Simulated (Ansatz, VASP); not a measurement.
**Two plane-wave programs on Sc**

```xyz
2
Lattice="3.2768 0.0000 0.0000 -1.6384 2.8378 0.0000 0.0000 0.0000 5.0829" Properties=species:S:1:pos:R:3 pbc="T T T"
Sc    0.0000    1.8919    1.2707
Sc    1.6384    0.9459    3.8122
```

Alike in both runs: functional PBEsol; k mesh 15 × 15 × 8; occupations gaussian, width 0.1 eV; no spin polarisation.

Ansatz relaxed the structure, and its values are those at the end. VASP's run is a single point on that final structure, the one shown.

|  | VASP | Ansatz |
| --- | --- | --- |
| version | VASP 6.6.1 | Ansatz 0.2.0 |
| potentials or method | VASP PAW PBE potentials, release 64 (Sc_sv), cutoff 520 eV | scalar-relativistic, plane waves, PAW |
| valence electrons in the cell | 22 | 22 |

```tsv
	VASP	Ansatz	Ansatz less VASP
gap on the k mesh at the Fermi level (eV)	none	none	-
pressure (GPa)	0.0	0.0	0.00
```

VASP's potentials were made for PBE, not for PBEsol. A gap of «none» marks a metal or a gap that the smearing closes. With one functional, cell and mesh, what is left measures potentials, basis and numerics.
